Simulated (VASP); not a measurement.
# Fe (Im-3m) in VASP: further runs, part 2 of 2

VASP 6.6.1.

## Step 3: Single point, PBEsol, collinear spin, ferromagnetic start (12.14 Å³/atom)

This run uses another cell than the first one, of 12.14 Å³/atom.

The input, INCAR:

```
PREC = Accurate
ENCUT = 520
EDIFF = 1E-6
ISMEAR = -1
SIGMA = 0.05
LREAL = F
LASPH = T
NELM = 150
ALGO = Normal
ISIF = 2
LWAVE = F
LCHARG = T
ISPIN = 2
MAGMOM = 2.132
LORBIT = 11
LMAXMIX = 4
GGA = PS
LELF = T
LVHAR = T
NBANDS = 14
```

The input, KPOINTS:

```
Automatic mesh
0
Gamma
  26 26 26
```

The input, POSCAR:

```
Fe
1.0
   -1.4477149887      1.4477149887      1.4477149887
    1.4477149887     -1.4477149887      1.4477149887
    1.4477149887      1.4477149887     -1.4477149887
Fe
1
Direct
    0.0000000000      0.0000000000      0.0000000000
```

Potentials or basis: VASP PAW PBE potentials, release 64 (Fe).

On the command line:

```bash
$ cat potpaw_PBE.64/Fe/POTCAR > POTCAR
$ mpirun -np 1 vasp_std > vasp.out
```

OUTCAR:

```text
PREC = Accurate
   ENCUT = 520
   EDIFF = 1E-6
   ISMEAR = -1
   LREAL = F
   LASPH = T
   NELM = 150
   ISIF = 2
   ISPIN = 2
   LORBIT = 11
   GGA = PS

 ion  position               nearest neighbor table
   1  0.000  0.000  0.000-

  LATTYP: Found a body centered cubic cell.
 ALAT       =     2.8954299774

  Lattice vectors:

 A1 = (  -1.4477149887,   1.4477149887,   1.4477149887)
 A2 = (   1.4477149887,  -1.4477149887,   1.4477149887)
 A3 = (   1.4477149887,   1.4477149887,  -1.4477149887)

Analysis of symmetry for initial positions (statically):
=====================================================================
 Subroutine PRICEL returns:
 Original cell was already a primitive cell.

 Routine SETGRP: Setting up the symmetry group for a
 body centered cubic supercell.

 Subroutine GETGRP returns: Found 48 space group operations
 (whereof 48 operations were pure point group operations)
 out of a pool of 48 trial point group operations.

The static configuration has the point symmetry O_h .

Analysis of symmetry for dynamics (positions and initial velocities):
=====================================================================
 Subroutine PRICEL returns:
 Original cell was already a primitive cell.

 Routine SETGRP: Setting up the symmetry group for a
 body centered cubic supercell.

 Subroutine GETGRP returns: Found 48 space group operations
 (whereof 48 operations were pure point group operations)
 out of a pool of 48 trial point group operations.

The dynamic configuration has the point symmetry O_h .

Analysis of structural, dynamic, and magnetic symmetry:
=====================================================================
 Subroutine PRICEL returns:
 Original cell was already a primitive cell.

 Routine SETGRP: Setting up the symmetry group for a
 body centered cubic supercell.

 Subroutine GETGRP returns: Found 48 space group operations
 (whereof 48 operations were pure point group operations)
 out of a pool of 48 trial point group operations.

The overall configuration has the point symmetry O_h .

 Subroutine INISYM returns: Found 48 space group operations
 (whereof 48 operations are pure point group operations),
[... 159 lines left out ...]
      8      29.2971      0.00000
      9      29.2971      0.00000
     10      33.9886      0.00000
     11      33.9886      0.00000
     12      35.9024      0.00000
     13      35.9055      0.00000
     14      35.9737      0.00000
[... 379 lines left out ...]
      3       3.7622      1.00000
      4       4.0313      1.00000
      5       4.3507      1.00000
      6       5.1721      0.02107
      7      13.6616      0.00000
      8      22.8790      0.00000
      9      24.4267      0.00000
     10      27.8941      0.00000
     11      31.2376      0.00000
     12      37.6510      0.00000
     13      39.8949      0.00000
     14      46.4918      0.00000

 [... further k-points ...]

 spin component 2

 k-point     1 :       0.0000    0.0000    0.0000
  band No.  band energies     occupation
      1      -2.8751      1.00000
      2       4.8597      0.91750
      3       4.8598      0.91740
      4       4.8598      0.91739
      5       6.6733      0.00000
      6       6.6734      0.00000
      7      29.1676      0.00000
      8      29.1676      0.00000
      9      29.1676      0.00000
     10      34.2540      0.00000
     11      34.2540      0.00000
     12      36.6504      0.00000
     13      36.6504      0.00000
     14      36.6506      0.00000
[... 379 lines left out ...]
      3       4.9044      0.81978
      4       6.5187      0.00000
      5       6.8977      0.00000
      6       7.3904      0.00000
      7      14.8276      0.00000
      8      23.0878      0.00000
      9      25.0660      0.00000
     10      28.4525      0.00000
     11      31.9359      0.00000
     12      37.8914      0.00000
     13      40.2202      0.00000
     14      47.1686      0.00000

 [... further k-points ...]

------------------------ aborting loop because EDIFF is reached ----------------------------------------

  FORCE on cell =-STRESS in cart. coord.  units (eV):
  Direction    XX          YY          ZZ          XY          YZ          ZX
  --------------------------------------------------------------------------------------
  -------------------------------------------------------------------------------------
  Total       -1.4168210     -1.4168210     -1.4168210      0.0000000     -0.0000000      0.0000000
  in kB     -187.0321915   -187.0321915   -187.0321915      0.0000000     -0.0000000      0.0000000
  external PRESSURE =    -187.0321915 kB  Pullay stress =       0.0000000 kB

 VOLUME and BASIS-vectors are now :
 -----------------------------------------------------------------------------
  energy-cutoff  :      520.00
  volume of cell :       12.14
      direct lattice vectors                 reciprocal lattice vectors
    -1.447714989  1.447714989  1.447714989     0.000000000  0.345371847  0.345371847
     1.447714989 -1.447714989  1.447714989     0.345371847  0.000000000  0.345371847
     1.447714989  1.447714989 -1.447714989     0.345371847  0.345371847  0.000000000

 POSITION                                       TOTAL-FORCE (eV/Angst)
 -----------------------------------------------------------------------------------
      0.00000      0.00000      0.00000         0.000000      0.000000     -0.000000
 -----------------------------------------------------------------------------------
    total drift:                                0.000000     -0.000000      0.000000

  FREE ENERGIE OF THE ION-ELECTRON SYSTEM (eV)
  ---------------------------------------------------
  free  energy   TOTEN  =        -8.8349401567 eV

  energy  without entropy=       -8.8257718096  energy(sigma->0) =       -8.83035598

 total charge

# of ion       s       p       d       tot
------------------------------------------
    1        0.462   0.486   6.195   7.143

 magnetization (x)

# of ion       s       p       d       tot
------------------------------------------
    1       -0.014  -0.050   2.373   2.309
```

OSZICAR:

```text
N       E                     dE             d eps       ncg     rms          rms(c)
DAV:   1     0.206534497726E+02    0.20653E+02   -0.38031E+03 31174   0.681E+02
DAV:   2    -0.914192342192E+01   -0.29795E+02   -0.27329E+02 31232   0.126E+02
DAV:   3    -0.100929650520E+02   -0.95104E+00   -0.93757E+00 34740   0.233E+01
DAV:   4    -0.100962334549E+02   -0.32684E-02   -0.32681E-02 32966   0.124E+00
DAV:   5    -0.100962497161E+02   -0.16261E-04   -0.16261E-04 34994   0.901E-02    0.114E+01
DAV:   6    -0.897588381570E+01    0.11204E+01   -0.13405E+01 35456   0.415E+01    0.684E+00
DAV:   7    -0.884780279321E+01    0.12808E+00   -0.12279E+00 35186   0.118E+01    0.353E+00
DAV:   8    -0.884236842264E+01    0.54344E-02   -0.10769E-02 34164   0.562E-01    0.135E+00
DAV:   9    -0.883520359377E+01    0.71648E-02   -0.81910E-03 39350   0.461E-01    0.435E-01
DAV:  10    -0.883489721612E+01    0.30638E-03   -0.78522E-04 34124   0.317E-01    0.142E-01
DAV:  11    -0.883493704467E+01   -0.39829E-04   -0.30726E-04 33470   0.150E-01    0.482E-02
DAV:  12    -0.883493945011E+01   -0.24054E-05   -0.62845E-06 33410   0.287E-02    0.165E-02
DAV:  13    -0.883494015670E+01   -0.70660E-06   -0.80220E-07 20830   0.535E-03
   1 F= -.88349402E+01 E0= -.88303560E+01  d E =-.916835E-02  mag=     2.3084
```

stdout:

```text
POSCAR found type information on POSCAR Fe
 POSCAR found :  1 types and       1 ions
 scaLAPACK will be used
 -----------------------------------------------------------------------------
|                                                                             |
|                                                                             |
|     You enforced a specific xc type in the INCAR file but a different       |
|     I HOPE YOU KNOW WHAT YOU ARE DOING!                                     |
|                                                                             |
 -----------------------------------------------------------------------------

 LDA part: xc-table for (Slater+PW92), standard interpolation
 POSCAR, INCAR and KPOINTS ok, starting setup
 FFT: planning ... GRIDC
 FFT: planning ... GRID_SOFT
 FFT: planning ... GRID
 WAVECAR not read
 entering main loop
```

It took 2.6 min on 1 thread of Intel Xeon Platinum 8375C at 2.90GHz (Ice Lake), shared host; peak memory 0.24 GiB.

Results:

* Free energy: -8.8349 eV
* Pressure: -18.7 GPa
* Net moment: 2.31 μB per cell
* Site moments: Fe +2.31 μB
* Valence electrons inside the program's atomic spheres: Fe 7.14

Levels at points of the mesh, in eV from the Fermi level:
Spin up:
| k point | band 1 | band 2 | band 3 | band 4 | band 5 | band 6 | band 7 | band 8 | band 9 | band 10 |
| --- | --- | --- | --- | --- | --- | --- | --- | --- | --- | --- |
| (0.00, 0.00, 0.00) | -8.10 | -2.18 | -2.18 | -2.18 | -1.03 | -1.03 | 24.32 | 24.32 | 24.32 | 29.01 |
| (0.50, 0.00, 0.00) | -4.59 | -3.16 | -0.99 | -0.87 | 0.27 | 0.49 | 6.76 | 17.76 | 19.14 | 22.47 |
| (0.50, 0.50, 0.50) | -4.45 | -4.45 | 0.02 | 0.02 | 0.02 | 9.42 | 9.42 | 9.42 | 14.97 | 14.97 |
Spin down:
| k point | band 1 | band 2 | band 3 | band 4 | band 5 | band 6 | band 7 | band 8 |
| --- | --- | --- | --- | --- | --- | --- | --- | --- |
| (0.00, 0.00, 0.00) | -7.86 | -0.12 | -0.12 | -0.12 | 1.69 | 1.69 | 24.19 | 24.19 |
| (0.50, 0.00, 0.00) | -3.22 | -1.30 | 0.68 | 1.58 | 1.92 | 2.64 | 8.22 | 17.88 |
| (0.50, 0.50, 0.50) | -2.60 | -2.60 | 2.36 | 2.36 | 2.36 | 9.77 | 9.77 | 9.77 |

Caveat: the cell stands under tension; the PAW data sets were made with another functional, which shifts forces and pressure a little.
